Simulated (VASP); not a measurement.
Wanted: the native input for a VASP 6.6.1 run.

- Task: single point
- Functional: PBE
- Dispersion: D3(BJ)
- Potentials or basis: VASP PAW PBE potentials, release 64 (Si, C)
- Cutoff: 520 eV
- k mesh: 12 × 12 × 12
- Occupations: gaussian, width 0.02 eV
- Spin: no spin polarisation
- Dipole correction: no
- Further INCAR settings: ALGO = Normal; EDIFF = 1e-06; NBANDS = 11

The structure of SiC lies in POSCAR:

```
SiC
1.0
    0.0000000000      2.1743531183      2.1743531183
    2.1743531183      0.0000000000      2.1743531183
    2.1743531183      2.1743531183      0.0000000000
Si C
1 1
Direct
    0.0000000000      0.0000000000      0.0000000000
    0.7500000000      0.7500000000      0.7500000000
```

One way to write it, as run:

INCAR

```
SYSTEM = SiC
PREC = Accurate ; ENCUT = 520
EDIFF = 1E-6 ; ISMEAR = 0
SIGMA = 0.02 ; LREAL = .False.
LASPH = .True. ; NELM = 100
ALGO = Normal ; ISIF = 2
LWAVE = .False. ; LCHARG = .True.
GGA = PE ; IVDW = 12
LELF = .True. ; LVHAR = .True.
NBANDS = 11
```

KPOINTS

```
Automatic mesh
0
Gamma
  12 12 12
  0 0 0
```

Potentials or basis: VASP PAW PBE potentials, release 64 (Si, C).

Run with:

```console
$ cat potpaw_PBE.64/Si/POTCAR potpaw_PBE.64/C/POTCAR > POTCAR
$ mpirun -np 1 vasp_std > vasp.out
```

Results of the run:

```json
{
 "Pressure": "-0.1 GPa",
 "Band gap on the k mesh": "1.35 eV, indirect (least direct gap 4.55 eV)",
 "Dispersion energy per atom": "-0.303 eV"
}
```

Run time: 10 s on 1 thread of Intel Xeon 6975P-C (shared host), peak memory 0.15 GiB.
